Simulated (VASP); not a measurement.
# Ir (Fm-3m) in VASP: single point with LDA

Aim: the single point of Ir with LDA.

Everything below comes from runs of VASP 6.6.1. Logs are shortened: lines on timing, memory, paths and dates and some standing lists are left out, and cuts for length are marked.

### 1 The cell of the first run

The structure is cubic, space group Fm-3m (No. 225). The conventional cell has a = 3.811 Å, b = 3.811 Å, c = 3.811 Å, α = 90.00°, β = 90.00°, γ = 90.00°. Within 3.6 Å of Ir (site symmetry m-3m) lie 12 Ir at 2.69 Å.

### 2 Single point, LDA

The input, INCAR:

```
SYSTEM = Ir
PREC = Accurate
ENCUT = 560
EDIFF = 1E-6
ISMEAR = 0
SIGMA = 0.1
LREAL = .FALSE.
LASPH = .TRUE.
NELM = 120
ALGO = Normal
ISIF = 2
LWAVE = .FALSE.
LCHARG = .FALSE.
NBANDS = 14
GGA_COMPAT = .FALSE.
```

The input, KPOINTS:

```
Automatic mesh
0
G
  18 18 18
  0 0 0
```

The input, POSCAR:

```
Ir
1.0
    0.0000000000      1.9054476258      1.9054476258
    1.9054476258      0.0000000000      1.9054476258
    1.9054476258      1.9054476258      0.0000000000
Ir
1
Direct
    0.0000000000      0.0000000000      0.0000000000
```

Potentials or basis: VASP PAW LDA potentials, release 64 (Ir_sv_GW).

Launch:

```sh
$ cat potpaw_LDA.64/Ir_sv_GW/POTCAR > POTCAR
$ mpirun -np 1 vasp_std > vasp.out
```

OUTCAR:

```text
SYSTEM = Ir
   PREC = Accurate
   ENCUT = 560
   EDIFF = 1E-6
   ISMEAR = 0
   LREAL = .FALSE.
   LASPH = .TRUE.
   NELM = 120
   ISIF = 2

 ion  position               nearest neighbor table
   1  0.000  0.000  0.000-

  LATTYP: Found a face centered cubic cell.
 ALAT       =     3.8108952516

  Lattice vectors:

 A1 = (   0.0000000000,   1.9054476258,   1.9054476258)
 A2 = (   1.9054476258,   0.0000000000,   1.9054476258)
 A3 = (   1.9054476258,   1.9054476258,   0.0000000000)

Analysis of symmetry for initial positions (statically):
=====================================================================
 Subroutine PRICEL returns:
 Original cell was already a primitive cell.

 Routine SETGRP: Setting up the symmetry group for a
 face centered cubic supercell.

 Subroutine GETGRP returns: Found 48 space group operations
 (whereof 48 operations were pure point group operations)
 out of a pool of 48 trial point group operations.

The static configuration has the point symmetry O_h .

Analysis of symmetry for dynamics (positions and initial velocities):
=====================================================================
 Subroutine PRICEL returns:
 Original cell was already a primitive cell.

 Routine SETGRP: Setting up the symmetry group for a
 face centered cubic supercell.

 Subroutine GETGRP returns: Found 48 space group operations
 (whereof 48 operations were pure point group operations)
 out of a pool of 48 trial point group operations.

The dynamic configuration has the point symmetry O_h .

 Subroutine INISYM returns: Found 48 space group operations
 (whereof 48 operations are pure point group operations),
 and found     1 'primitive' translations

----------------------------------------------------------------------------------------

                                     Primitive cell

  volume of cell :      13.8363

  direct lattice vectors                    reciprocal lattice vectors
     0.000000000  1.905447626  1.905447626    -0.262405533  0.262405533  0.262405533
     1.905447626  0.000000000  1.905447626     0.262405533 -0.262405533  0.262405533
     1.905447626  1.905447626  0.000000000     0.262405533  0.262405533 -0.262405533

  length of vectors
     2.694709875  2.694709875  2.694709875     0.454499715  0.454499715  0.454499715

  position of ions in fractional coordinates (direct lattice)
     0.000000000  0.000000000  0.000000000

  ion indices of the primitive-cell ions
   primitive index   ion index
                 1           1

[... 78 lines left out ...]
   ISYM   =      2    0-nonsym 1-usesym 2-fastsym
   POTIM  = 0.5000    time-step for ionic-motion
   TEBEG  =    0.0;   TEEND  =   0.0 temperature during run
   PSTRESS=    0.0 pullay stress
   NELECT =      17.0000    total number of electrons
   NUPDOWN=      -1.0000    fix difference up-down
   EMIN   =  10.00;   EMAX   =-10.00  energy-range for DOS
   EFERMI =   0.00;   METHOD = LEGACY
   ISMEAR =     0;   SIGMA  =   0.10  broadening in eV -4-tet -1-fermi 0-gaus
   EFERMI_NEDOS =   21; number of points for ismear=-14 and -15
   IALGO  =     38    algorithm
   IMIX   =      4    mixing-type and parameters
     AMIX     =   0.40;   BMIX     =  1.00
     AMIX_MAG =   1.60;   BMIX_MAG =  1.00
  volume/ion in A,a.u.               =      13.84        93.37
  Fermi-wavevector in a.u.,A,eV,Ry     =   1.753413  3.313469 41.830510  3.074456
  Thomas-Fermi vector in A             =   2.823553
   LORBIT       =      0    0 simple, 1 ext, 2 COOP (PROOUT), +10 PAW based schemes
   GGA     = CA    functional components
   LHFCALC =     F    Hartree Fock is set to
   AEXX    =    0.0000 exact exchange contribution
   IVDW    =     0    specifies the selected vdW correction
   LEPSILON=     F    determine dielectric tensor
   LRPA    =     F    only Hartree local field effects (RPA)
 non-spin polarized calculation
 Gauss-broadening in eV      SIGMA  =   0.10
  energy-cutoff  :      560.00
  volume of cell :       13.84
 maximum number of plane-waves:       444
 NGX is ok and might be reduce to    24
   NGX = 11   NGY = 11   NGZ = 11

 number of electron      17.0000000 magnetization

 Free energy of the ion-electron system (eV)
  ---------------------------------------------------
  ext. energy  EPLUGINS =         0.00000000
  ---------------------------------------------------
  free energy    TOTEN  =       -10.90941042 eV

  energy without entropy =      -10.90455393  energy(sigma->0) =      -10.90698217

 E-fermi :  13.1314     XC(G=0): -14.9266

 val. band max:       13.1243260562   @ k =   0.5000   0.2222   0.1111
 cond. band min:      13.1456080178   @ k =   0.3333   0.1111   0.0556
 fundamental gap:      0.0212819616
 Fermi energy:        13.1313847188

 k-point     1 :       0.0000    0.0000    0.0000
  band No.  band energies     occupation
      1     -79.5113      2.00000
      2     -36.1510      2.00000
      3     -36.1510      2.00000
      4     -36.1510      2.00000
      5       1.7719      2.00000
      6       9.0542      2.00000
      7       9.0542      2.00000
      8       9.0542      2.00000
      9      11.8727      2.00000
     10      11.8727      2.00000
     11      26.6760      0.00000
     12      32.2745      0.00000
     13      32.2745      0.00000
     14      32.2745      0.00000
[... 377 lines left out ...]
      1     -79.4747      2.00000
      2     -36.5706      2.00000
      3     -36.2373      2.00000
      4     -36.1991      2.00000
      5       4.0282      2.00000
      6       8.3812      2.00000
      7       9.5309      2.00000
      8       9.6221      2.00000
      9      11.5509      2.00000
     10      12.4507      2.00000
     11      27.0262      0.00000
     12      29.7191      0.00000
     13      34.9394      0.00000
     14      36.1547      0.00000

 [... further k-points ...]
[... 5 lines left out ...]
  --------------------------------------------------------------------------------------
  -------------------------------------------------------------------------------------
  Total       -0.0296283     -0.0296283     -0.0296283      0.0000000     -0.0000000      0.0000000
  in kB       -3.4308096     -3.4308096     -3.4308096      0.0000000     -0.0000000      0.0000000
  external PRESSURE =      -3.4308096 kB  Pullay stress =       0.0000000 kB

 VOLUME and BASIS-vectors are now :
 -----------------------------------------------------------------------------
  energy-cutoff  :      560.00
  volume of cell :       13.84
      direct lattice vectors                 reciprocal lattice vectors
     0.000000000  1.905447626  1.905447626    -0.262405533  0.262405533  0.262405533
     1.905447626  0.000000000  1.905447626     0.262405533 -0.262405533  0.262405533
     1.905447626  1.905447626  0.000000000     0.262405533  0.262405533 -0.262405533

 POSITION                                       TOTAL-FORCE (eV/Angst)
 -----------------------------------------------------------------------------------
      0.00000      0.00000      0.00000         0.000000      0.000000      0.000000
 -----------------------------------------------------------------------------------
    total drift:                               -0.000000     -0.000000     -0.000000

  FREE ENERGIE OF THE ION-ELECTRON SYSTEM (eV)
  ---------------------------------------------------
  free  energy   TOTEN  =       -10.9094104161 eV

  energy  without entropy=      -10.9045539317  energy(sigma->0) =      -10.90698217
```

OSZICAR:

```text
N       E                     dE             d eps       ncg     rms          rms(c)
DAV:   1     0.115326538513E+03    0.11533E+03   -0.11986E+04  5584   0.135E+03
DAV:   2    -0.103876103845E+02   -0.12571E+03   -0.12067E+03  6984   0.403E+02
DAV:   3    -0.121114030502E+02   -0.17238E+01   -0.17198E+01  5910   0.446E+01
DAV:   4    -0.121139184838E+02   -0.25154E-02   -0.25154E-02  6564   0.213E+00
DAV:   5    -0.121139235854E+02   -0.51016E-05   -0.50997E-05  5958   0.897E-02    0.716E+01
DAV:   6    -0.110169616780E+02    0.10970E+01   -0.14381E+00  5742   0.127E+01    0.387E+01
DAV:   7    -0.109269736120E+02    0.89988E-01   -0.40474E-01  6174   0.623E+00    0.738E+00
DAV:   8    -0.109096054587E+02    0.17368E-01   -0.61630E-02  5490   0.311E+00    0.667E-01
DAV:   9    -0.109095467838E+02    0.58675E-04   -0.72352E-04  6252   0.315E-01    0.318E-01
DAV:  10    -0.109094124414E+02    0.13434E-03   -0.23417E-04  5862   0.223E-01    0.243E-01
DAV:  11    -0.109094104786E+02    0.19628E-05   -0.49170E-06  6228   0.295E-02    0.524E-02
DAV:  12    -0.109094104161E+02    0.62470E-07   -0.17278E-07  2856   0.469E-03
   1 F= -.10909410E+02 E0= -.10906982E+02  d E =-.485648E-02
```

Run time: 33 s. Hardware: 1 thread of AMD EPYC 7R13 (Zen 3), shared host; peak memory 0.14 GiB.

Results:

```
Free energy            : -10.9094 eV
Pressure               : -0.3 GPa
Band gap on the k mesh : zero (an odd number of electrons rules out a gap without spin polarisation)
```

Caveat: spin-orbit coupling is left out, which moves the levels of the heavy elements.

The gap in the log of VASP goes by the Fermi energy; the results here count the filled bands.